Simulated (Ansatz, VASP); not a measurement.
# One calculation of H, two programs

Contents of INCAR:

```
  PREC = Accurate
  ENCUT = 520
  EDIFF = 1E-6
  ISMEAR = 0
  SIGMA = 0.05
  LREAL = F
  LASPH = T
  NELM = 150
  ALGO = Normal
  ISIF = 2
  LWAVE = F
  LCHARG = F
  ISPIN = 2
  MAGMOM = 1.05 1.05
  LORBIT = 11
  GGA = PE
  NBANDS = 12
```

File KPOINTS:

```
Automatic mesh
0
Gamma
  6 6 6
```

File POSCAR:

```
H
1.0
    5.5656000000      0.0000000000      0.0000000000
   -2.7828000000      4.8199509873      0.0000000000
    0.0000000000      0.0000000000      4.3519000000
H
2
Direct
    0.3333333333      0.6666666667      0.2500000000
    0.6666666667      0.3333333333      0.7500000000
```

Input for Ansatz:

```yaml
crystal:
  lattice:
    - [5.5656, 0.0, 0.0]
    - [-2.7828, 4.8199509873, 0.0]
    - [0.0, 0.0, 4.3519]
  atoms:
    - { symbol: H, position: [0.3333333333, 0.6666666667, 0.25], spin: 1.05 }
    - { symbol: H, position: [0.6666666667, 0.3333333333, 0.75], spin: 1.05 }
basis:
  ecutwfc: 520.0
kpoints:
  mp_grid: { grid: [6, 6, 6] }
hamiltonian:
  xc: pbe
scf:
  occupations: { method: gaussian, width: 0.05 }
output:
  forces: true
  stress: true
  eigenvalues: true
  populations: true
magnetization:
  spin_polarized: true
```

Alike in both runs: task single point; functional PBE; k mesh 6 × 6 × 6; occupations gaussian, width 0.05 eV; collinear spin.

|  | VASP | Ansatz |
| --- | --- | --- |
| version | VASP 6.6.1 | Ansatz 0.2.0 |
| potentials or method | VASP PAW PBE potentials, release 64 (H), cutoff 520 eV | scalar-relativistic, plane waves, PAW |
| valence electrons in the cell | 2 | 2 |

```tsv
	VASP	Ansatz	Ansatz less VASP
gap on the k mesh at the Fermi level (eV)	6.80	6.80	+0.001
least direct gap on the mesh (eV)	7.21	7.21	+0.001
pressure (GPa)	0.0	0.0	+0.03
net moment per atom (μB)	1.00	1.00	0.000
size of the moment on the site where the two differ most (μB)	0.38	0.95	+0.574
```

Site moments also hang on the region over which each program counts them. Ansatz's warnings: nearly empty spin channel levels not settled, published levels not confirmed.
